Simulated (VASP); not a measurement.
Input of a VASP 6.6.1 run:

Contents of INCAR:

```
SYSTEM = MgB2
ALGO = Normal
EDIFF = 1E-6
EDIFFG = -0.04
ENCUT = 600
GGA = PE
IBRION = 2
ISIF = 3
ISMEAR = 0
LASPH = .TRUE.
LCHARG = .FALSE.
LREAL = .FALSE.
LWAVE = .FALSE.
NELM = 60
NSW = 90
PREC = Accurate
SIGMA = 0.1
```

File KPOINTS:

```
k-points
0
G
  6 6 4
  0 0 0
```

The input POSCAR:

```
MgB2
1.0
    3.3289604615      0.0000000000      0.0000000000
    0.0000000000      3.3289604615      0.0000000000
    0.0000000000      0.0000000000      7.0039208903
Mg B
2 4
Direct
    0.0000000000      0.5000000000      0.3184323529
    0.5000000000      0.0000000000      0.6815676471
    0.5000000000      0.2529857688      0.0981330395
    0.5000000000      0.7470142312      0.0981330395
    0.2529857688      0.5000000000      0.9018669605
    0.7470142312      0.5000000000      0.9018669605
```

Potentials or basis: VASP PAW PBE potentials, release 64 (Mg, B).

Run with:

```console
$ cat potpaw_PBE.64/Mg/POTCAR potpaw_PBE.64/B/POTCAR > POTCAR
$ mpirun -np 1 vasp_std > vasp.out
```

**Question.** What does it give for the space group after relaxing (to 0.1 Å)?

**Answer.** P-4m2 (No. 115).

**Question.** What does it give for the relaxed volume?

**Answer.** 12.91 Å³/atom.

The path:
```csv
step,energy change (eV),largest force (eV/Å),pressure (GPa),volume (Å³)
1,0.0000,0.1480,-0.26,77.62
2,-0.0038,0.2143,0.29,77.38
3,-0.0042,0.1284,0.16,77.43
4,-0.0056,0.0751,0.03,77.46
5,-0.0059,0.0349,0.07,77.45
```
